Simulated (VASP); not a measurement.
# MgAu (Pm-3m) in VASP: a series of runs, part 4 of 4

VASP 6.6.1. Earlier steps stand in the parts before.

**5. Electric field gradients, LDA (volume scaled by 0.99)**

Contents of INCAR:

```
SYSTEM = MgAu
PREC = Accurate ; ENCUT = 520
EDIFF = 1E-8 ; ISMEAR = -1
SIGMA = 0.05 ; LREAL = .False.
LASPH = .True. ; NELM = 60
ALGO = Normal ; ISIF = 2
LWAVE = .False. ; LCHARG = .False.
GGA = CA ; LEFG = .True.
NBANDS = 14
```

Contents of KPOINTS:

```
Automatic mesh
0
Gamma
  13 13 13
  0 0 0
```

Contents of POSCAR:

```
MgAu
1.0
    3.2481002530      0.0000000000      0.0000000000
    0.0000000000      3.2481002530      0.0000000000
    0.0000000000      0.0000000000      3.2481002530
Mg Au
1 1
Direct
    0.5000000000      0.5000000000      0.5000000000
    0.0000000000      0.0000000000      0.0000000000
```

Potentials or basis: VASP PAW LDA potentials, release 64 (Mg, Au).

Started as:

```console
cat potpaw_LDA.64/Mg/POTCAR potpaw_LDA.64/Au/POTCAR > POTCAR
mpirun -np 1 vasp_std > vasp.out
```

OUTCAR:

```text
SYSTEM = MgAu
   PREC = Accurate
   ENCUT = 520
   EDIFF = 1E-8
   ISMEAR = -1
   LREAL = .False.
   LASPH = .True.
   NELM = 60
   ISIF = 2
   GGA = CA

 ion  position               nearest neighbor table
   1  0.500  0.500  0.500-   2 2.81   2 2.81   2 2.81   2 2.81   2 2.81   2 2.81   2 2.81   2 2.81

   2  0.000  0.000  0.000-   1 2.81   1 2.81   1 2.81   1 2.81   1 2.81   1 2.81   1 2.81   1 2.81

  LATTYP: Found a simple cubic cell.
 ALAT       =     3.2481002530

  Lattice vectors:

 A1 = (   3.2481002530,   0.0000000000,   0.0000000000)
 A2 = (   0.0000000000,   3.2481002530,   0.0000000000)
 A3 = (   0.0000000000,   0.0000000000,   3.2481002530)

Analysis of symmetry for initial positions (statically):
=====================================================================
 Subroutine PRICEL returns:
 Original cell was already a primitive cell.

 Routine SETGRP: Setting up the symmetry group for a
 simple cubic supercell.

 Subroutine GETGRP returns: Found 48 space group operations
 (whereof 48 operations were pure point group operations)
 out of a pool of 48 trial point group operations.

The static configuration has the point symmetry O_h .

Analysis of symmetry for dynamics (positions and initial velocities):
=====================================================================
 Subroutine PRICEL returns:
 Original cell was already a primitive cell.

 Routine SETGRP: Setting up the symmetry group for a
 simple cubic supercell.

 Subroutine GETGRP returns: Found 48 space group operations
 (whereof 48 operations were pure point group operations)
 out of a pool of 48 trial point group operations.

The dynamic configuration has the point symmetry O_h .

[... 166 lines left out ...]
     13      24.3216      0.00000
     14      24.3216      0.00000
[... 377 lines left out ...]
      1       0.3981      2.00000
      2       0.9333      2.00000
      3       2.1440      2.00000
      4       2.2090      2.00000
      5       2.2963      2.00000
      6       2.9110      2.00000
      7       6.4094      1.99855
      8       8.9546      0.00000
      9      12.8392      0.00000
     10      16.8034      0.00000
     11      17.7255      0.00000
     12      19.3921      0.00000
     13      20.0228      0.00000
     14      22.2979      0.00000

 [... further k-points ...]
[... 5 lines left out ...]
  --------------------------------------------------------------------------------------
  -------------------------------------------------------------------------------------
  Total       -0.6450377     -0.6450377     -0.6450377     -0.0000000      0.0000000     -0.0000000
  in kB      -30.1583371    -30.1583371    -30.1583371     -0.0000000      0.0000000     -0.0000000
  external PRESSURE =     -30.1583371 kB  Pullay stress =       0.0000000 kB

 VOLUME and BASIS-vectors are now :
 -----------------------------------------------------------------------------
  energy-cutoff  :      520.00
  volume of cell :       34.27
      direct lattice vectors                 reciprocal lattice vectors
     3.248100253  0.000000000  0.000000000     0.307872271  0.000000000  0.000000000
     0.000000000  3.248100253  0.000000000     0.000000000  0.307872271  0.000000000
     0.000000000  0.000000000  3.248100253     0.000000000  0.000000000  0.307872271

 POSITION                                       TOTAL-FORCE (eV/Angst)
 -----------------------------------------------------------------------------------
      1.62405      1.62405      1.62405         0.000000      0.000000      0.000000
      0.00000      0.00000      0.00000         0.000000      0.000000      0.000000
 -----------------------------------------------------------------------------------
    total drift:                                0.000000      0.000000      0.000000

  FREE ENERGIE OF THE ION-ELECTRON SYSTEM (eV)
  ---------------------------------------------------
  free  energy   TOTEN  =        -7.6076750895 eV

  energy  without entropy=       -7.6021517771  energy(sigma->0) =       -7.60491343

 Electric field gradients (V/A^2)
---------------------------------------------------------------------
 ion       V_xx      V_yy      V_zz      V_xy      V_xz      V_yz
---------------------------------------------------------------------
   1      -0.000    -0.000     0.000     0.000     0.000     0.000
   2       0.000     0.000     0.000     0.000    -0.000     0.000
---------------------------------------------------------------------

 Electric field gradients after diagonalization (V/A^2)
 (convention: |V_zz| > |V_xx| > |V_yy|)
----------------------------------------------------------------------
 ion       V_xx      V_yy      V_zz     asymmetry (V_yy - V_xx)/ V_zz
----------------------------------------------------------------------
   1      -0.000    -0.000     0.000       0.149
   2       0.000     0.000     0.000      -0.265
----------------------------------------------------------------------

           NMR quadrupolar parameters

 Cq : quadrupolar parameter    Cq=e*Q*V_zz/h
 eta: asymmetry parameters     (V_yy - V_xx)/ V_zz
 Q  : nuclear electric quadrupole moment in mb (millibarn)
----------------------------------------------------------------------
 ion       Cq(MHz)       eta       Q (mb)
----------------------------------------------------------------------
   1       0.000       0.149       1.000
   2       0.000      -0.265       1.000
----------------------------------------------------------------------
```

stdout:

```text
POSCAR found type information on POSCAR MgAu
 POSCAR found :  2 types and       2 ions
 scaLAPACK will be used
 LDA part: xc-table for (Slater(with rela. corr.)+CA(PZ))
 , standard interpolation
 POSCAR, INCAR and KPOINTS ok, starting setup
 FFT: planning ... GRIDC
 FFT: planning ... GRID_SOFT
 FFT: planning ... GRID
 WAVECAR not read
 entering main loop
ion   1

ion   2
```

Wall time 20 s (1 thread of Intel Xeon Platinum 8375C at 2.90GHz (Ice Lake), shared host); peak memory 0.16 GiB.

What came out:

| Item | Value |
| --- | --- |
| Free energy | -7.6077 eV |
| Pressure | -3.0 GPa |

Levels at points of the mesh, in eV from the Fermi level:
| k point | band 4 | band 5 | band 6 | band 7 | band 8 | band 9 |
| --- | --- | --- | --- | --- | --- | --- |
| (0.00, 0.00, 0.00) | -4.07 | -4.07 | -4.07 | 5.41 | 5.41 | 5.41 |

Caveat: without QUAD_EFG the Cq values of the log hold for a quadrupole moment of 1 mb, not for the nuclei; spin-orbit coupling is left out, which moves the levels of the heavy elements.

**6. Electric field gradients, LDA (volume scaled by 0.99)**

Contents of INCAR:

```
PREC = Accurate
ENCUT = 520
EDIFF = 1E-8
ISMEAR = -1
SIGMA = 0.05
LREAL = F
LASPH = T
NELM = 100
ALGO = Normal
ISIF = 2
LWAVE = F
LCHARG = F
GGA = CA
LEFG = T
NBANDS = 14
```

Contents of KPOINTS:

```
Automatic mesh
0
Gamma
  13 13 13
```

POSCAR is that of step 5.

Potentials or basis: VASP PAW LDA potentials, release 64 (Mg, Au).

Started as:

```console
cat potpaw_LDA.64/Mg/POTCAR potpaw_LDA.64/Au/POTCAR > POTCAR
mpirun -np 1 vasp_std > vasp.out
```

OUTCAR:

```text
PREC = Accurate
   ENCUT = 520
   EDIFF = 1E-8
   ISMEAR = -1
   LREAL = F
   LASPH = T
   NELM = 100
   ISIF = 2
   GGA = CA

 ion  position               nearest neighbor table
   1  0.500  0.500  0.500-   2 2.81   2 2.81   2 2.81   2 2.81   2 2.81   2 2.81   2 2.81   2 2.81

   2  0.000  0.000  0.000-   1 2.81   1 2.81   1 2.81   1 2.81   1 2.81   1 2.81   1 2.81   1 2.81

  LATTYP: Found a simple cubic cell.
 ALAT       =     3.2481002530

  Lattice vectors:

 A1 = (   3.2481002530,   0.0000000000,   0.0000000000)
 A2 = (   0.0000000000,   3.2481002530,   0.0000000000)
 A3 = (   0.0000000000,   0.0000000000,   3.2481002530)

Analysis of symmetry for initial positions (statically):
=====================================================================
 Subroutine PRICEL returns:
 Original cell was already a primitive cell.

 Routine SETGRP: Setting up the symmetry group for a
 simple cubic supercell.

 Subroutine GETGRP returns: Found 48 space group operations
 (whereof 48 operations were pure point group operations)
[... 596 lines left out ...]
     0.000000000  3.248100253  0.000000000     0.000000000  0.307872271  0.000000000
     0.000000000  0.000000000  3.248100253     0.000000000  0.000000000  0.307872271

 POSITION                                       TOTAL-FORCE (eV/Angst)
 -----------------------------------------------------------------------------------
      1.62405      1.62405      1.62405         0.000000      0.000000      0.000000
      0.00000      0.00000      0.00000         0.000000      0.000000      0.000000
 -----------------------------------------------------------------------------------
    total drift:                                0.000000      0.000000      0.000000

  FREE ENERGIE OF THE ION-ELECTRON SYSTEM (eV)
  ---------------------------------------------------
  free  energy   TOTEN  =        -7.6076750895 eV

  energy  without entropy=       -7.6021517771  energy(sigma->0) =       -7.60491343

 Electric field gradients (V/A^2)
---------------------------------------------------------------------
 ion       V_xx      V_yy      V_zz      V_xy      V_xz      V_yz
---------------------------------------------------------------------
   1      -0.000    -0.000     0.000     0.000     0.000     0.000
   2       0.000     0.000     0.000     0.000    -0.000     0.000
---------------------------------------------------------------------

 Electric field gradients after diagonalization (V/A^2)
 (convention: |V_zz| > |V_xx| > |V_yy|)
----------------------------------------------------------------------
 ion       V_xx      V_yy      V_zz     asymmetry (V_yy - V_xx)/ V_zz
----------------------------------------------------------------------
   1      -0.000    -0.000     0.000       0.149
   2       0.000     0.000     0.000      -0.265
----------------------------------------------------------------------

           NMR quadrupolar parameters

 Cq : quadrupolar parameter    Cq=e*Q*V_zz/h
 eta: asymmetry parameters     (V_yy - V_xx)/ V_zz
 Q  : nuclear electric quadrupole moment in mb (millibarn)
----------------------------------------------------------------------
 ion       Cq(MHz)       eta       Q (mb)
----------------------------------------------------------------------
   1       0.000       0.149       1.000
   2       0.000      -0.265       1.000
----------------------------------------------------------------------
```

Wall time 18 s (1 thread of Intel Xeon Platinum 8375C at 2.90GHz (Ice Lake), shared host); peak memory 0.16 GiB.

Results:

```
Free energy : -7.6077 eV
Pressure    : -3.0 GPa
```

Caveat: without QUAD_EFG the Cq values of the log hold for a quadrupole moment of 1 mb, not for the nuclei; spin-orbit coupling is left out, which moves the levels of the heavy elements.

**7. The runs side by side**

| cell | gap on the mesh (eV) | pressure (GPa) |
| --- | --- | --- |
| a = 3.259 Å, 2 atoms | none | -3.9 |
| a = 3.237 Å, 2 atoms | none | -2.1 |
| a = 3.248 Å, 2 atoms | none | -3.0 |

Alike in all rows: task electric field gradients; level LDA; potentials or basis VASP PAW LDA potentials, release 64 (Mg, Au); no spin polarisation; k mesh 13 × 13 × 13; cutoff (eV) 520; smearing fermi-dirac 0.05 eV.

Caveats: spin-orbit coupling is left out, which moves the levels of the heavy elements.

Absolute energies hang on the potentials; compare differences alone.
